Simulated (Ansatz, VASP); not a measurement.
Two plane-wave programs on HfBi2O2

```
CELL_PARAMETERS angstrom
3.69126 0.00000 0.00000
-1.84563 3.19672 0.00000
0.00000 0.00000 8.38393
ATOMIC_POSITIONS crystal
Hf 0.00000 0.00000 0.00000
Bi 0.33333 0.66667 0.29874
Bi 0.66667 0.33333 0.70126
O 0.33333 0.66667 0.58534
O 0.66667 0.33333 0.41466
```

Change from the starting cell: species swapped into the CaZn2P2 type (P-3m1, No. 164).

Alike in both runs: functional PBE; k mesh 6 × 6 × 4; occupations gaussian, width 0.1 eV; no spin polarisation.

Ansatz relaxed the structure, and its values are those at the end. VASP's run is a single point on that final structure, the one shown.

|  | VASP | Ansatz |
| --- | --- | --- |
| version | VASP 6.6.1 | Ansatz 0.2.0 |
| potentials or method | VASP PAW PBE potentials, release 64 (Hf_pv, Bi_d, O), cutoff 520 eV | scalar-relativistic, plane waves, PAW |
| valence electrons in the cell | 52 | 68 |

|  | VASP | Ansatz | Ansatz less VASP |
| --- | --- | --- | --- |
| gap on the k mesh at the Fermi level (eV) | none | none | - |
| pressure (GPa) | -0.1 | 0.0 | +0.01 |
| rms of the force components (eV/Å) | 0.014 | 0.003 | -0.0108 |

A gap of «none» marks a metal or a gap that the smearing closes. With one functional, cell and mesh, what is left measures potentials, basis and numerics. VASP's potentials hold 52 valence electrons a cell and Ansatz's 68, so a difference there can come from the potentials and not from the codes.

Neither program's run includes spin-orbit coupling.
